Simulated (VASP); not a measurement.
# Zn (Fd-3m) in VASP: further runs

The runs below take Zn through single point, with LDA.

Program: VASP 6.6.1. These are calculated values, not measurements. Logs are shortened: lines on timing, memory, paths and dates and some standing lists are left out, and cuts for length are marked.

### Step 1. The cell of the first run

It takes space group Fd-3m (No. 227, cubic). The conventional cell has a = 5.638 Å, b = 5.638 Å, c = 5.638 Å, α = 90.00°, β = 90.00°, γ = 90.00°. Within 3.2 Å of Zn (site symmetry -43m) lie 4 Zn at 2.44 Å.

### Step 2. Single point, LDA

Contents of INCAR:

```
SYSTEM = Zn
ALGO     = Normal         ! electronic algorithm
EDIFF    = 1E-6           ! SCF threshold, eV
ENCUT    = 520            ! plane-wave cutoff, eV
GGA      = CA             ! functional
ISIF     = 2              ! what is computed and relaxed
ISMEAR   = -1             ! smearing method
LASPH    = .True.         ! aspherical terms in the spheres
LCHARG   = .False.        ! write CHGCAR
LREAL    = .False.        ! projectors in reciprocal space
LWAVE    = .False.        ! write WAVECAR
NBANDS   = 19             ! bands
NELM     = 100            ! most SCF steps
PREC     = Accurate       ! precision mode
SIGMA    = 0.1            ! smearing width, eV
```

Contents of KPOINTS:

```
k-points
0
Gamma
  13 13 13
  0 0 0
```

Contents of POSCAR:

```
Zn
1.0
    0.0000000000      2.8188264119      2.8188264119
    2.8188264119      0.0000000000      2.8188264119
    2.8188264119      2.8188264119      0.0000000000
Zn
2
Direct
   -0.1250000000     -0.1250000000     -0.1250000000
    0.1250000000      0.1250000000      0.1250000000
```

Potentials or basis: VASP PAW LDA potentials, release 64 (Zn).

Command:

```console
$ cat potpaw_LDA.64/Zn/POTCAR > POTCAR
$ mpirun -np 1 vasp_std > vasp.out
```

OUTCAR:

```text
SYSTEM = Zn
   EDIFF = 1E-6
   ENCUT = 520
   GGA = CA
   ISIF = 2
   ISMEAR = -1
   LASPH = .True.
   LREAL = .False.
   NELM = 100
   PREC = Accurate

 ion  position               nearest neighbor table
   1  0.875  0.875  0.875-   2 2.44   2 2.44   2 2.44   2 2.44
   2  0.125  0.125  0.125-   1 2.44   1 2.44   1 2.44   1 2.44

  LATTYP: Found a face centered cubic cell.
 ALAT       =     5.6376528238

  Lattice vectors:

 A1 = (   0.0000000000,   2.8188264119,   2.8188264119)
 A2 = (   2.8188264119,   0.0000000000,   2.8188264119)
 A3 = (   2.8188264119,   2.8188264119,   0.0000000000)

Analysis of symmetry for initial positions (statically):
=====================================================================
 Subroutine PRICEL returns:
 Original cell was already a primitive cell.

 Routine SETGRP: Setting up the symmetry group for a
 face centered cubic supercell.

 Subroutine GETGRP returns: Found 48 space group operations
 (whereof 12 operations were pure point group operations)
 out of a pool of 48 trial point group operations.

The static configuration has the point symmetry D_3d.
 The point group associated with its full space group is O_h .

Analysis of symmetry for dynamics (positions and initial velocities):
=====================================================================
 Subroutine PRICEL returns:
 Original cell was already a primitive cell.

 Routine SETGRP: Setting up the symmetry group for a
 face centered cubic supercell.

 Subroutine GETGRP returns: Found 48 space group operations
 (whereof 12 operations were pure point group operations)
 out of a pool of 48 trial point group operations.

The dynamic configuration has the point symmetry D_3d.
 The point group associated with its full space group is O_h .

 Subroutine INISYM returns: Found 48 space group operations
 (whereof 12 operations are pure point group operations),
 and found     1 'primitive' translations

----------------------------------------------------------------------------------------

                                     Primitive cell

  volume of cell :      44.7956

  direct lattice vectors                    reciprocal lattice vectors
     0.000000000  2.818826412  2.818826412    -0.177378784  0.177378784  0.177378784
     2.818826412  0.000000000  2.818826412     0.177378784 -0.177378784  0.177378784
     2.818826412  2.818826412  0.000000000     0.177378784  0.177378784 -0.177378784

  length of vectors
     3.986422542  3.986422542  3.986422542     0.307229065  0.307229065  0.307229065

  position of ions in fractional coordinates (direct lattice)
     0.875000000  0.875000000  0.875000000
     0.125000000  0.125000000  0.125000000

  ion indices of the primitive-cell ions
   primitive index   ion index
                 1           1
                 2           2

----------------------------------------------------------------------------------------

 KPOINTS: k-points

Automatic generation of k-mesh.
 Grid dimensions read from file:
 generate k-points for:   13   13   13

 Generating k-lattice:

  Cartesian coordinates                     Fractional coordinates (reciprocal lattice)
    -0.013644522  0.013644522  0.013644522     0.076923077  0.000000000  0.000000000
     0.013644522 -0.013644522  0.013644522     0.000000000  0.076923077  0.000000000
     0.013644522  0.013644522 -0.013644522     0.000000000  0.000000000  0.076923077

  Length of vectors
     0.023633005  0.023633005  0.023633005

  Shift w.r.t. Gamma in fractional coordinates (k-lattice)
     0.000000000  0.000000000  0.000000000

 Subroutine IBZKPT returns following result:
 ===========================================

 Found     84 irreducible k-points:

 Following reciprocal coordinates:
            Coordinates               Weight
  0.000000  0.000000  0.000000      1.000000
  0.076923  0.000000  0.000000      8.000000
  0.153846  0.000000  0.000000      8.000000
  0.230769  0.000000  0.000000      8.000000
  0.307692  0.000000  0.000000      8.000000
  0.384615  0.000000  0.000000      8.000000
[... 16 lines left out ...]
  0.384615  0.153846  0.000000     24.000000
  0.461538  0.153846  0.000000     24.000000
 [... further k-points ...]
   k-points           NKPTS =     84   k-points in BZ     NKDIM =     84   number of bands    NBANDS=     19
   number of dos      NEDOS =    301   number of ions     NIONS =      2
   total plane-waves  NPLWV =  27000
   dimension x,y,z NGX =    30 NGY =   30 NGZ =   30
   dimension x,y,z NGXF=    60 NGYF=   60 NGZF=   60
   ions per type =               2
   NGX,Y,Z   is equivalent  to a cutoff of  12.51, 12.51, 12.51 a.u.
   NGXF,Y,Z  is equivalent  to a cutoff of  25.02, 25.02, 25.02 a.u.
 SYSTEM =  Zn
   PREC   = accura    normal or accurate (medium, high low for compatibility)
   ISTART =      0    job   : 0-new  1-cont  2-samecut
   ICHARG =      2    charge: 1-file 2-atom 10-const
   ISPIN  =      1    spin polarized calculation?
   LNONCOLLINEAR =      F non collinear calculations
   LSORBIT =      F    spin-orbit coupling
   LASPH  =      T    aspherical Exc in radial PAW
   ENCUT  =  520.0 eV  38.22 Ry    6.18 a.u.   7.41  7.41  7.41*2*pi/ulx,y,z
   NELM   =    100;   NELMIN=  2; NELMDL= -5     # of ELM steps
   EDIFF  = 0.1E-05   stopping-criterion for ELM
   LREAL  =      F    real-space projection
   EDIFFG = 0.1E-04   stopping-criterion for IOM
   NSW    =      0    number of steps for IOM
   IBRION =     -1    ionic relax: 0-MD 1-quasi-New 2-CG
   NFREE  =      0    steps in history (QN), initial steepest desc. (CG)
   ISIF   =      2    stress and relaxation
   ISYM   =      2    0-nonsym 1-usesym 2-fastsym
   POTIM  = 0.5000    time-step for ionic-motion
   TEBEG  =    0.0;   TEEND  =   0.0 temperature during run
   PSTRESS=    0.0 pullay stress
   NELECT =      24.0000    total number of electrons
   NUPDOWN=      -1.0000    fix difference up-down
   EMIN   =  10.00;   EMAX   =-10.00  energy-range for DOS
   EFERMI =   0.00;   METHOD = LEGACY
   ISMEAR =    -1;   SIGMA  =   0.10  broadening in eV -4-tet -1-fermi 0-gaus
   EFERMI_NEDOS =   21; number of points for ismear=-14 and -15
   IALGO  =     38    algorithm
   IMIX   =      4    mixing-type and parameters
     AMIX     =   0.40;   BMIX     =  1.00
     AMIX_MAG =   1.60;   BMIX_MAG =  1.00
  volume/ion in A,a.u.               =      22.40       151.15
  Fermi-wavevector in a.u.,A,eV,Ry     =   1.329638  2.512652 24.054264  1.767939
  Thomas-Fermi vector in A             =   2.458786
   LORBIT       =      0    0 simple, 1 ext, 2 COOP (PROOUT), +10 PAW based schemes
   GGA     = CA    functional components
   LHFCALC =     F    Hartree Fock is set to
   AEXX    =    0.0000 exact exchange contribution
   IVDW    =     0    specifies the selected vdW correction
   LEPSILON=     F    determine dielectric tensor
   LRPA    =     F    only Hartree local field effects (RPA)
 non-spin polarized calculation
  energy-cutoff  :      520.00
  volume of cell :       44.80
 maximum number of plane-waves:      1243
 NGX is ok and might be reduce to    30
   NGX = 15   NGY = 15   NGZ = 15

 number of electron      24.0000021 magnetization

 Free energy of the ion-electron system (eV)
  ---------------------------------------------------
  ext. energy  EPLUGINS =         0.00000000
  ---------------------------------------------------
  free energy    TOTEN  =        -2.51807391 eV

  energy without entropy =       -2.49019317  energy(sigma->0) =       -2.50413354

 E-fermi :   0.3955     XC(G=0):  -9.7190

 val. band max:        0.3615687880   @ k =   0.3077   0.0769   0.0000
 cond. band min:       0.4472019614   @ k =  -0.3846   0.4615   0.0769
 fundamental gap:      0.0856331734
 Fermi energy:         0.3954627241

 k-point     1 :       0.0000    0.0000    0.0000
  band No.  band energies     occupation
      1      -7.6156      2.00000
      2      -7.3766      2.00000
      3      -7.3766      2.00000
      4      -7.3766      2.00000
      5      -7.3273      2.00000
      6      -7.3273      2.00000
[... 11 lines left out ...]
     18       8.3822      0.00000
     19       9.9516      0.00000

 k-point     2 :       0.0769    0.0000    0.0000
  band No.  band energies     occupation
      1      -7.5463      2.00000
      2      -7.3979      2.00000
      3      -7.3979      2.00000
      4      -7.3745      2.00000
      5      -7.2986      2.00000
      6      -7.2986      2.00000
[... 11 lines left out ...]
     18       9.0569      0.00000
     19      10.5267      0.00000

 k-point     3 :       0.1538    0.0000    0.0000
  band No.  band energies     occupation
      1      -7.4217      2.00000
      2      -7.4217      2.00000
      3      -7.3982      2.00000
      4      -7.3324      2.00000
      5      -7.2558      2.00000
      6      -7.2558      2.00000
[... 11 lines left out ...]
     18      10.1344      0.00000
     19      11.3694      0.00000

 k-point     4 :       0.2308    0.0000    0.0000
  band No.  band energies     occupation
      1      -7.4328      2.00000
      2      -7.4328      2.00000
      3      -7.3774      2.00000
      4      -7.2230      2.00000
      5      -7.2230      2.00000
      6      -7.1525      2.00000
[... 11 lines left out ...]
     18      10.6748      0.00000
     19      11.5600      0.00000

 k-point     5 :       0.3077    0.0000    0.0000
  band No.  band energies     occupation
      1      -7.4309      2.00000
      2      -7.4309      2.00000
      3      -7.3679      2.00000
      4      -7.2095      2.00000
      5      -7.2095      2.00000
      6      -7.0780      2.00000
[... 11 lines left out ...]
     18      10.2262      0.00000
     19      12.6982      0.00000
[... 334 lines left out ...]
      2      -7.3880      2.00000
      3      -7.3841      2.00000
      4      -7.2381      2.00000
      5      -7.1523      2.00000
      6      -7.1350      2.00000
[... 11 lines left out ...]
     18      10.3885      0.00000
     19      12.5864      0.00000

 k-point    22 :       0.3077    0.1538    0.0000
  band No.  band energies     occupation
      1      -7.4887      2.00000
      2      -7.3941      2.00000
      3      -7.3818      2.00000
      4      -7.2077      2.00000
      5      -7.1210      2.00000
      6      -7.0723      2.00000
[... 11 lines left out ...]
     18      10.4757      0.00000
     19      12.8703      0.00000

 k-point    23 :       0.3846    0.1538    0.0000
  band No.  band energies     occupation
      1      -7.4882      2.00000
      2      -7.3992      2.00000
      3      -7.3708      2.00000
      4      -7.1859      2.00000
      5      -7.1149      2.00000
      6      -7.0669      2.00000
[... 11 lines left out ...]
     18      10.1612      0.00000
     19      12.5489      0.00000

 k-point    24 :       0.4615    0.1538    0.0000
  band No.  band energies     occupation
      1      -7.4841      2.00000
      2      -7.4085      2.00000
      3      -7.3496      2.00000
      4      -7.1671      2.00000
      5      -7.1315      2.00000
      6      -7.0764      2.00000
[... 11 lines left out ...]
     18      10.6531      0.00000
     19      12.4489      0.00000

 [... further k-points ...]

------------------------ aborting loop because EDIFF is reached ----------------------------------------

  FORCE on cell =-STRESS in cart. coord.  units (eV):
  Direction    XX          YY          ZZ          XY          YZ          ZX
  --------------------------------------------------------------------------------------
  -------------------------------------------------------------------------------------
  Total       -0.3935547     -0.3935547     -0.3935547      0.0000000      0.0000000     -0.0000000
  in kB      -14.0760462    -14.0760462    -14.0760462      0.0000000      0.0000000     -0.0000000
  external PRESSURE =     -14.0760462 kB  Pullay stress =       0.0000000 kB

 VOLUME and BASIS-vectors are now :
 -----------------------------------------------------------------------------
  energy-cutoff  :      520.00
  volume of cell :       44.80
      direct lattice vectors                 reciprocal lattice vectors
     0.000000000  2.818826412  2.818826412    -0.177378784  0.177378784  0.177378784
     2.818826412  0.000000000  2.818826412     0.177378784 -0.177378784  0.177378784
     2.818826412  2.818826412  0.000000000     0.177378784  0.177378784 -0.177378784

 POSITION                                       TOTAL-FORCE (eV/Angst)
 -----------------------------------------------------------------------------------
      4.93295      4.93295      4.93295        -0.000000      0.000000      0.000000
      0.70471      0.70471      0.70471         0.000000     -0.000000     -0.000000
 -----------------------------------------------------------------------------------
    total drift:                               -0.000000      0.000000      0.000000

  FREE ENERGIE OF THE ION-ELECTRON SYSTEM (eV)
  ---------------------------------------------------
  free  energy   TOTEN  =        -2.5180739134 eV

  energy  without entropy=       -2.4901931736  energy(sigma->0) =       -2.50413354
```

Wall time 97 s (1 thread of Intel Xeon 8259CL, shared host); peak memory 0.18 GiB.

What came out:

```
Free energy            : -2.5181 eV
Pressure               : -1.4 GPa
Band gap on the k mesh : zero (band 12 reaches 6.00 eV, above the bottom of band 13 at -0.39 eV)
```

### Step 3. Single point, LDA

Contents of INCAR:

```
PREC = Accurate
ENCUT = 520
EDIFF = 1E-6
ISMEAR = -1
SIGMA = 0.1
LREAL = False
LASPH = True
NELM = 100
ALGO = Normal
ISIF = 2
LWAVE = False
LCHARG = False
GGA = CA
NBANDS = 19
```

Contents of KPOINTS:

```
regular mesh
0
Gamma
  13 13 13
```

POSCAR is that of step 2.

Potentials or basis: VASP PAW LDA potentials, release 64 (Zn).

Command:

```console
$ cat potpaw_LDA.64/Zn/POTCAR > POTCAR
$ mpirun -np 1 vasp_std > vasp.out
```

It took 75 s on 1 thread of Intel Xeon 8259CL, shared host; peak memory 0.18 GiB.

Results (log left out):

- Free energy: -2.5181 eV
- Pressure: -1.4 GPa
- Band gap on the k mesh: zero (band 12 reaches 6.00 eV, above the bottom of band 13 at -0.39 eV)

Levels at points of the mesh, in eV from the Fermi level:
```tsv
k point	band 8	band 9	band 10	band 11	band 12	band 13	band 14	band 15	band 16	band 17
(0.00, 0.00, 0.00)	-7.08	-7.08	-6.83	-6.83	5.60	5.60	5.60	7.07	7.07	7.07
```
